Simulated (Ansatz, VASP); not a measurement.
Two plane-wave programs on SrVO3

```
Sr V O
1.0
     3.84090    0.00000    0.00000
     0.00000    3.84090    0.00000
     0.00000    0.00000    3.84090
Sr V O
1 1 3
Direct
  0.50000 0.50000 0.50000
  0.00000 0.00000 0.00000
  0.50000 0.00000 0.00000
  0.00000 0.50000 0.00000
  0.00000 0.00000 0.50000
```

Alike in both runs: functional PBE; k mesh 9 × 9 × 9; occupations fermi-dirac, width 0.05 eV; collinear spin.

Ansatz relaxed the structure, and its values are those at the end. VASP's run is a single point on that final structure, the one shown.

|  | VASP | Ansatz |
| --- | --- | --- |
| version | VASP 6.6.1 | Ansatz 0.2.0 |
| potentials or method | VASP PAW PBE potentials, release 64 (Sr_sv, V_sv, O) | plane-wave PAW, scalar-relativistic |
| plane-wave cutoff (eV) | 520 | 420 |
| valence electrons in the cell | 41 | 41 |

Ansatz gave:

```
pressure (GPa)                                                : 2.6
net moment per atom (μB)                                      : 0.07
size of the moment on the site where the two differ most (μB) : 0.25
```

**Question.** Estimate VASP's values.

**Answer.** Pressure (GPa): 3.5; net moment per atom (μB): 0.07; size of the moment on the site where the two differ most (μB): 0.31.

Site moments also hang on the region over which each program counts them. Ansatz's warnings: stress scf threshold loose.
